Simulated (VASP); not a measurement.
# Zn5Se3S2 (I-4m2) in VASP: notebook

The runs below take Zn5Se3S2 through single point, with PBE.

Program: VASP 6.6.1. These are calculated values, not measurements. Logs are shortened: lines on timing, memory, paths and dates and some standing lists are left out, and cuts for length are marked.

## 1. The cell of the first run

The structure is tetragonal, space group I-4m2 (No. 119). Conventional cell: a = 3.872 Å, b = 3.872 Å, c = 27.381 Å, α = 90.00°, β = 90.00°, γ = 90.00°. Within 3.1 Å of Zn (site symmetry 2mm) lie 2 S at 2.37 Å and 2 Se at 2.37 Å. Within 3.1 Å of Zn (site symmetry 2mm) lie 4 Se at 2.37 Å. Within 3.1 Å of Zn (site symmetry -4m2) lie 4 S at 2.37 Å. Within 3.1 Å of Se (site symmetry 2mm) lie 4 Zn at 2.37 Å. Within 3.1 Å of Se (site symmetry -4m2) lie 4 Zn at 2.37 Å. S (site symmetry 2mm) has 4 Zn at 2.37 Å within 3.1 Å.

## 2. Single point, PBE

Input file INCAR:

```
PREC     = Accurate       # precision mode
ENCUT    = 520            # plane-wave cutoff, eV
EDIFF    = 1E-6           # SCF threshold, eV
ISMEAR   = 0              # smearing method
SIGMA    = 0.1            # smearing width, eV
LREAL    = False          # projectors in reciprocal space
LASPH    = True           # aspherical terms in the spheres
NELM     = 80             # most SCF steps
ALGO     = Normal         # electronic algorithm
ISIF     = 2              # what is computed and relaxed
LWAVE    = False          # write WAVECAR
LCHARG   = False          # write CHGCAR
GGA      = PE             # functional
NBANDS   = 56             # bands
```

Input file KPOINTS:

```
Automatic mesh
0
Gamma
  6 6 6
```

Input file POSCAR:

```
Zn5Se3S2
1.0
   -1.9361219700      1.9361219700     13.6904497700
    1.9361219700     -1.9361219700     13.6904497700
    1.9361219700      1.9361219700    -13.6904497700
Zn Se S
5 3 2
Direct
    0.6000000000      0.6000000000      0.0000000000
    0.2000000000      0.2000000000      0.0000000000
    0.8000000000      0.8000000000      0.0000000000
    0.4000000000      0.4000000000      0.0000000000
    0.0000000000      0.0000000000      0.0000000000
    0.1500000000      0.6500000000      0.5000000000
    0.7500000000      0.2500000000      0.5000000000
    0.3500000000      0.8500000000      0.5000000000
    0.9500000000      0.4500000000      0.5000000000
    0.5500000000      0.0500000000      0.5000000000
```

Potentials or basis: VASP PAW PBE potentials, release 64 (Zn, Se, S).

On the command line:

```bash
> cat potpaw_PBE.64/Zn/POTCAR potpaw_PBE.64/Se/POTCAR potpaw_PBE.64/S/POTCAR > POTCAR
> mpirun -np 1 vasp_std > vasp.out
```

OUTCAR:

```text
PREC = Accurate
   ENCUT = 520
   EDIFF = 1E-6
   ISMEAR = 0
   LREAL = False
   LASPH = True
   NELM = 80
   ISIF = 2
   GGA = PE

 ion  position               nearest neighbor table
   1  0.600  0.600  0.000-   6 2.37   6 2.37  10 2.37  10 2.37
   2  0.200  0.200  0.000-   7 2.37   7 2.37   6 2.37   6 2.37
   3  0.800  0.800  0.000-   7 2.37   7 2.37   8 2.37   8 2.37
   4  0.400  0.400  0.000-   8 2.37   8 2.37   9 2.37   9 2.37
   5  0.000  0.000  0.000-  10 2.37   9 2.37  10 2.37   9 2.37
   6  0.150  0.650  0.500-   1 2.37   1 2.37   2 2.37   2 2.37
   7  0.750  0.250  0.500-   3 2.37   2 2.37   3 2.37   2 2.37
   8  0.350  0.850  0.500-   4 2.37   4 2.37   3 2.37   3 2.37
   9  0.950  0.450  0.500-   5 2.37   5 2.37   4 2.37   4 2.37
  10  0.550  0.050  0.500-   5 2.37   5 2.37   1 2.37   1 2.37

  LATTYP: Found a body centered tetragonal cell.
 ALAT       =     3.8722439400
 C/A-ratio  =     7.0710678264

  Lattice vectors:

 A1 = (  -1.9361219700,   1.9361219700,  13.6904497700)
 A2 = (   1.9361219700,  -1.9361219700,  13.6904497700)
 A3 = (   1.9361219700,   1.9361219700, -13.6904497700)

Analysis of symmetry for initial positions (statically):
=====================================================================
 Subroutine PRICEL returns:
 Original cell was already a primitive cell.

 Routine SETGRP: Setting up the symmetry group for a
 body centered tetragonal supercell.

 Subroutine GETGRP returns: Found  8 space group operations
 (whereof  8 operations were pure point group operations)
 out of a pool of 16 trial point group operations.

The static configuration has the point symmetry D_2d.

Analysis of symmetry for dynamics (positions and initial velocities):
=====================================================================
 Subroutine PRICEL returns:
 Original cell was already a primitive cell.

 Routine SETGRP: Setting up the symmetry group for a
 body centered tetragonal supercell.

 Subroutine GETGRP returns: Found  8 space group operations
 (whereof  8 operations were pure point group operations)
 out of a pool of 16 trial point group operations.

The dynamic configuration has the point symmetry D_2d.

 Subroutine INISYM returns: Found  8 space group operations
 (whereof  8 operations are pure point group operations),
 and found     1 'primitive' translations

----------------------------------------------------------------------------------------

                                     Primitive cell

  volume of cell :     205.2783

  direct lattice vectors                    reciprocal lattice vectors
    -1.936121970  1.936121970 13.690449770     0.000000000  0.258248193  0.036521810
     1.936121970 -1.936121970 13.690449770     0.258248193  0.000000000  0.036521810
     1.936121970  1.936121970-13.690449770     0.258248193  0.258248193  0.000000000

  length of vectors
    13.961574104 13.961574104 13.961574104     0.260817890  0.260817890  0.365218097

  position of ions in fractional coordinates (direct lattice)
     0.600000000  0.600000000  0.000000000
     0.200000000  0.200000000  0.000000000
     0.800000000  0.800000000  0.000000000
     0.400000000  0.400000000  0.000000000
     0.000000000  0.000000000  0.000000000
     0.150000000  0.650000000  0.500000000
     0.750000000  0.250000000  0.500000000
     0.350000000  0.850000000  0.500000000
     0.950000000  0.450000000  0.500000000
     0.550000000  0.050000000  0.500000000

  ion indices of the primitive-cell ions
   primitive index   ion index
                 1           1
                 2           2
                 3           3
                 4           4
                 5           5
                 6           6
                 7           7
                 8           8
                 9           9
                10          10

----------------------------------------------------------------------------------------

 KPOINTS: Automatic mesh

Automatic generation of k-mesh.
 Grid dimensions read from file:
 generate k-points for:    6    6    6

 Generating k-lattice:

  Cartesian coordinates                     Fractional coordinates (reciprocal lattice)
     0.000000000  0.043041365  0.006086968     0.166666667  0.000000000  0.000000000
     0.043041365  0.000000000  0.006086968     0.000000000  0.166666667  0.000000000
     0.043041365  0.043041365  0.000000000     0.000000000  0.000000000  0.166666667

  Length of vectors
     0.043469648  0.043469648  0.060869683

  Shift w.r.t. Gamma in fractional coordinates (k-lattice)
     0.000000000  0.000000000  0.000000000

 Subroutine IBZKPT returns following result:
 ===========================================

 Found     30 irreducible k-points:

 Following reciprocal coordinates:
            Coordinates               Weight
  0.000000  0.000000  0.000000      1.000000
  0.166667  0.000000  0.000000      8.000000
  0.333333  0.000000  0.000000      8.000000
  0.500000 -0.000000  0.000000      4.000000
  0.166667  0.166667  0.000000      8.000000
  0.333333  0.166667  0.000000     16.000000
[... 16 lines left out ...]
 -0.333333 -0.333333  0.166667      8.000000
 -0.166667 -0.333333  0.166667      8.000000
 [... further k-points ...]
   k-points           NKPTS =     30   k-points in BZ     NKDIM =     30   number of bands    NBANDS=     56
   number of dos      NEDOS =    301   number of ions     NIONS =     10
   total plane-waves  NPLWV = ******
   dimension x,y,z NGX =   108 NGY =  108 NGZ =  108
   dimension x,y,z NGXF=   216 NGYF=  216 NGZF=  216
   ions per type =               5   3   2
   NGX,Y,Z   is equivalent  to a cutoff of  12.86, 12.86, 12.86 a.u.
   NGXF,Y,Z  is equivalent  to a cutoff of  25.72, 25.72, 25.72 a.u.
 SYSTEM =  unknown system
   PREC   = accura    normal or accurate (medium, high low for compatibility)
   ISTART =      0    job   : 0-new  1-cont  2-samecut
   ICHARG =      2    charge: 1-file 2-atom 10-const
   ISPIN  =      1    spin polarized calculation?
   LNONCOLLINEAR =      F non collinear calculations
   LSORBIT =      F    spin-orbit coupling
   LASPH  =      T    aspherical Exc in radial PAW
   ENCUT  =  520.0 eV  38.22 Ry    6.18 a.u.  25.96 25.96 25.96*2*pi/ulx,y,z
   NELM   =     80;   NELMIN=  2; NELMDL= -5     # of ELM steps
   EDIFF  = 0.1E-05   stopping-criterion for ELM
   LREAL  =      F    real-space projection
   EDIFFG = 0.1E-04   stopping-criterion for IOM
   NSW    =      0    number of steps for IOM
   IBRION =     -1    ionic relax: 0-MD 1-quasi-New 2-CG
   NFREE  =      0    steps in history (QN), initial steepest desc. (CG)
   ISIF   =      2    stress and relaxation
   ISYM   =      2    0-nonsym 1-usesym 2-fastsym
   POTIM  = 0.5000    time-step for ionic-motion
   TEBEG  =    0.0;   TEEND  =   0.0 temperature during run
   PSTRESS=    0.0 pullay stress
   NELECT =      90.0000    total number of electrons
   NUPDOWN=      -1.0000    fix difference up-down
   EMIN   =  10.00;   EMAX   =-10.00  energy-range for DOS
   EFERMI =   0.00;   METHOD = LEGACY
   ISMEAR =     0;   SIGMA  =   0.10  broadening in eV -4-tet -1-fermi 0-gaus
   EFERMI_NEDOS =   21; number of points for ismear=-14 and -15
   IALGO  =     38    algorithm
   IMIX   =      4    mixing-type and parameters
     AMIX     =   0.40;   BMIX     =  1.00
     AMIX_MAG =   1.60;   BMIX_MAG =  1.00
  volume/ion in A,a.u.               =      20.53       138.53
  Fermi-wavevector in a.u.,A,eV,Ry     =   1.243678  2.350211 21.044607  1.546735
  Thomas-Fermi vector in A             =   2.377978
   LORBIT       =      0    0 simple, 1 ext, 2 COOP (PROOUT), +10 PAW based schemes
   GGA     = PE    functional components
   LHFCALC =     F    Hartree Fock is set to
   AEXX    =    0.0000 exact exchange contribution
   IVDW    =     0    specifies the selected vdW correction
   LEPSILON=     F    determine dielectric tensor
   LRPA    =     F    only Hartree local field effects (RPA)
 non-spin polarized calculation
 Gauss-broadening in eV      SIGMA  =   0.10
  energy-cutoff  :      520.00
  volume of cell :      205.28
 maximum number of plane-waves:      5550
 NGX is ok and might be reduce to   108
   NGX = 51   NGY = 51   NGZ = 51

 number of electron      90.0000003 magnetization

 Free energy of the ion-electron system (eV)
  ---------------------------------------------------
  ext. energy  EPLUGINS =         0.00000000
  ---------------------------------------------------
  free energy    TOTEN  =       -31.24785687 eV

  energy without entropy =      -31.24785687  energy(sigma->0) =      -31.24785687

 E-fermi :   2.7123     XC(G=0):  -9.6587

 val. band max:        2.2479784909   @ k =   0.0000   0.0000   0.0000
 cond. band min:       4.0399657983   @ k =   0.0000   0.0000   0.0000
 fundamental gap:      1.7919873073
 Fermi energy:         2.7122644114

 k-point     1 :       0.0000    0.0000    0.0000
  band No.  band energies     occupation
      1     -11.4619      2.00000
      2     -11.0615      2.00000
      3     -10.7619      2.00000
      4     -10.3069      2.00000
      5      -9.9603      2.00000
      6      -4.6309      2.00000
[... 48 lines left out ...]
     55       8.2446      0.00000
     56       8.2530      0.00000

 k-point     2 :       0.1667    0.0000    0.0000
  band No.  band energies     occupation
      1     -11.3255      2.00000
      2     -10.9644      2.00000
      3     -10.6624      2.00000
      4     -10.2814      2.00000
      5      -9.9366      2.00000
      6      -4.5776      2.00000
[... 48 lines left out ...]
     55       8.0555      0.00000
     56       8.4564      0.00000

 k-point     3 :       0.3333    0.0000    0.0000
  band No.  band energies     occupation
      1     -10.9808      2.00000
      2     -10.7373      2.00000
      3     -10.5042      2.00000
      4     -10.2061      2.00000
      5      -9.9344      2.00000
      6      -4.5046      2.00000
[... 1172 lines left out ...]
 k-point    23 :      -0.3333   -0.3333    0.1667
  band No.  band energies     occupation
      1     -11.1885      2.00000
      2     -10.8970      2.00000
      3     -10.5171      2.00000
      4     -10.2873      2.00000
      5      -9.8972      2.00000
      6      -4.5653      2.00000
[... 48 lines left out ...]
     55       8.0114      0.00000
     56       8.8412      0.00000

 k-point    24 :      -0.1667   -0.3333    0.1667
  band No.  band energies     occupation
      1     -11.3204      2.00000
      2     -10.9906      2.00000
      3     -10.6128      2.00000
      4     -10.3216      2.00000
      5      -9.9250      2.00000
      6      -4.5775      2.00000
[... 48 lines left out ...]
     55       8.1947      0.00000
     56       8.5251      0.00000

 [... further k-points ...]
[... 5 lines left out ...]
  --------------------------------------------------------------------------------------
  -------------------------------------------------------------------------------------
  Total        7.9303094      7.9303094      7.8031368      0.0000000      0.0000000      0.0000000
  in kB       61.8952866     61.8952866     60.9027170      0.0000000      0.0000000      0.0000000
  external PRESSURE =      61.5644300 kB  Pullay stress =       0.0000000 kB

 VOLUME and BASIS-vectors are now :
 -----------------------------------------------------------------------------
  energy-cutoff  :      520.00
  volume of cell :      205.28
      direct lattice vectors                 reciprocal lattice vectors
    -1.936121970  1.936121970 13.690449770     0.000000000  0.258248193  0.036521810
     1.936121970 -1.936121970 13.690449770     0.258248193  0.000000000  0.036521810
     1.936121970  1.936121970-13.690449770     0.258248193  0.258248193  0.000000000

 POSITION                                       TOTAL-FORCE (eV/Angst)
 -----------------------------------------------------------------------------------
      0.00000      0.00000     16.42854        -0.000000      0.000000     -0.844110
      0.00000      0.00000      5.47618         0.000000     -0.000000     -0.015399
      0.00000      0.00000     21.90472         0.000000     -0.000000      0.015399
      0.00000      0.00000     10.95236        -0.000000      0.000000      0.844110
      0.00000      0.00000      0.00000         0.000000     -0.000000      0.000000
      1.93612     -0.00000      4.10713         0.000000     -0.000000     -0.131533
      0.00000      1.93612      6.84522         0.000000     -0.000000      0.000000
      1.93612     -0.00000      9.58331         0.000000      0.000000      0.131533
      0.00000      1.93612     12.32140         0.000000      0.000000      0.109632
      0.00000      1.93612      1.36904         0.000000     -0.000000     -0.109632
 -----------------------------------------------------------------------------------
    total drift:                                0.000000     -0.000000     -0.000000

  FREE ENERGIE OF THE ION-ELECTRON SYSTEM (eV)
  ---------------------------------------------------
  free  energy   TOTEN  =       -31.2478568670 eV

  energy  without entropy=      -31.2478568670  energy(sigma->0) =      -31.24785687
```

It took 64 min on 1 thread of Intel Xeon 6975P-C (Granite Rapids), shared host; peak memory 2.1 GiB.

Results:

```
Free energy            : -31.2479 eV
Pressure               : 6.2 GPa
Largest force          : 0.844 eV/Å
Band gap on the k mesh : 1.79 eV
```

Forces in eV/Å, atoms in the order of the input:
```
Zn   0.000  0.000 -0.844
Zn   0.000  0.000 -0.015
Zn   0.000  0.000  0.015
Zn   0.000  0.000  0.844
Zn   0.000  0.000  0.000
Se   0.000  0.000 -0.132
Se   0.000  0.000  0.000
Se   0.000  0.000  0.132
S    0.000  0.000  0.110
S    0.000  0.000 -0.110
```

Stress tensor (GPa, compression positive):
```
6.19 0.00 0.00
0.00 6.19 0.00
0.00 0.00 6.09
```

Levels at points of the mesh, in eV from the valence-band top:
```
           k point  band 43  band 44  band 45  band 46  band 47  band 48
(0.00, 0.00, 0.00)    -0.03     0.00     0.00     1.79     3.12     3.25
(0.50, 0.00, 0.00)    -0.92    -0.90    -0.85     2.90     3.44     3.54
(0.50, 0.50, 0.00)    -2.57    -2.39    -2.39     3.00     3.52     3.66
(0.50, 0.50, 0.50)    -0.44    -0.21    -0.21     2.72     2.81     3.00
```

Caveat: the cell stands under pressure.

[end of part 1 of 2]
